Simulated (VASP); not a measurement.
A run of VASP 6.6.1 is set up as follows.

Contents of INCAR:

```
PREC = Accurate ; ENCUT = 520
EDIFF = 1E-6 ; ISMEAR = 1
SIGMA = 0.02 ; LREAL = F
LASPH = T ; NELM = 60
ALGO = Normal ; ISIF = 2
LWAVE = F ; LCHARG = F
GGA = PS ; NBANDS = 16
```

File KPOINTS:

```
regular mesh
0
Gamma
  6 6 4
```

Contents of POSCAR:

```
MgO
1.0
    3.4504879444      0.0000000000      0.0000000000
   -1.7252439722      2.9882102153      0.0000000000
    0.0000000000      0.0000000000      4.1491387995
Mg O
2 2
Direct
    0.3333333333      0.6666666667     -0.0477004722
    0.6666666667      0.3333333333      0.4522995278
    0.3333333333      0.6666666667      0.4523004722
    0.6666666667      0.3333333333      0.9523004722
```

Potentials or basis: VASP PAW PBE potentials, release 64 (Mg, O).

The run is started by

```bash
$ cat potpaw_PBE.64/Mg/POTCAR potpaw_PBE.64/O/POTCAR > POTCAR
$ mpirun -np 1 vasp_std > vasp.out
```

Estimate the band gap on the k mesh.

3.45 eV, direct.

What does it give for the pressure?

4.7 GPa.

Stress tensor (GPa, compression positive):
```
4.76 0.00 0.00
0.00 4.76 0.00
0.00 0.00 4.64
```

Caveat: the PAW data sets were made with another functional, which shifts forces and pressure a little. Expect the measured gap to be larger: semilocal functionals such as PBEsol lack the derivative discontinuity.
